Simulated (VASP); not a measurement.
**Ni: single point with PBE**

Ni:

```xyz
2
Lattice="0.0000 2.1165 2.1165 2.1165 0.0000 2.1165 2.1165 2.1165 0.0000" Properties=species:S:1:pos:R:3 pbc="T T T"
Ni   -0.5291   -0.5291   -0.5291
Ni    0.5291    0.5291    0.5291
```

This isn't the form of Ni at room conditions, which is fcc.

| Property | Result |
| --- | --- |
| Program | VASP 6.6.1 |
| Task | single point |
| Functional | PBE |
| Potentials or basis | VASP PAW PBE potentials, release 64 (Ni) |
| Cutoff | 520 eV |
| k mesh | 16 × 16 × 16 |
| Occupations | fermi-dirac, width 0.08 eV |
| Spin | collinear spin, ferromagnetic start |
| Starting moments | [1.0, 1.0] μB |

The pressure is 177.1 GPa, the net moment is 1.39 μB per cell and the site moments are Ni +0.66 μB.

Levels at points of the mesh, in eV from the Fermi level:
Spin up:
```csv
k point,band 7,band 8,band 9,band 10,band 11,band 12,band 13,band 14,band 15,band 16
"(0.00, 0.00, 0.00)",-2.70,-2.70,-2.70,-0.48,-0.48,17.33,17.33,17.33,17.65,17.65
"(0.50, 0.00, 0.00)",-2.94,-1.89,-1.89,-0.85,-0.85,1.64,13.19,13.19,14.61,17.06
"(0.50, 0.50, 0.00)",-3.20,-3.20,-0.60,-0.60,1.95,1.95,5.84,5.84,13.53,13.53
```
Spin down:
| k point | band 8 | band 9 | band 10 | band 11 | band 12 | band 13 |
| --- | --- | --- | --- | --- | --- | --- |
| (0.00, 0.00, 0.00) | -2.00 | -2.00 | 0.39 | 0.39 | 17.46 | 17.46 |
| (0.50, 0.00, 0.00) | -1.11 | -1.11 | -0.03 | -0.03 | 2.24 | 13.37 |
| (0.50, 0.50, 0.00) | -2.44 | 0.23 | 0.23 | 2.45 | 2.45 | 5.89 |

It took 65 s on 1 thread of AMD EPYC 9R45 (Zen 5) (shared host), peak memory 0.17 GiB.

Caveat: the cell stands under pressure.
